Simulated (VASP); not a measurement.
WS2 (Tungstenite), 6 atoms in the cell. It takes space group P6_3/mmc (No. 194, hexagonal). Conventional cell: a = 3.180 Å, b = 3.180 Å, c = 12.500 Å, α = 90.00°, β = 90.00°, γ = 120.00°. W (site symmetry -6m2) has 6 S at 2.41 Å and 6 W at 3.18 Å within 3.2 Å. Within 3.2 Å of S (site symmetry 3m) lie 3 W at 2.41 Å and 7 S at 3.12 to 3.18 Å. 

| Quantity | Value |
| --- | --- |
| Program | VASP 6.6.1 |
| Task | single point |
| Functional | PBEsol |
| Potentials or basis | VASP PAW PBE potentials, release 64 (W_sv, S) |
| Cutoff | 520 eV |
| k mesh | 10 × 10 × 3 |
| Occupations | fermi-dirac, width 0.05 eV |
| Spin | no spin polarisation |
| Dipole correction | no |
| Further INCAR settings | ALGO = Normal; EDIFF = 1e-06; NBANDS = 35 |

Potentials or basis: VASP PAW PBE potentials, release 64 (W_sv, S).

Run with:

```bash
$ cat potpaw_PBE.64/W_sv/POTCAR potpaw_PBE.64/S/POTCAR > POTCAR
$ mpirun -np 1 vasp_std > vasp.out
```

Hardware: 1 thread of Intel(R) Xeon(R) Platinum 8488C (Sapphire Rapids), with other jobs on the host.

Question: Estimate the wall time of this run.

Answer: It took 72 s on 1 thread of Intel(R) Xeon(R) Platinum 8488C (Sapphire Rapids), on a shared host, peak memory 0.26 GiB. Counts: scf iterations 15, k points 28.
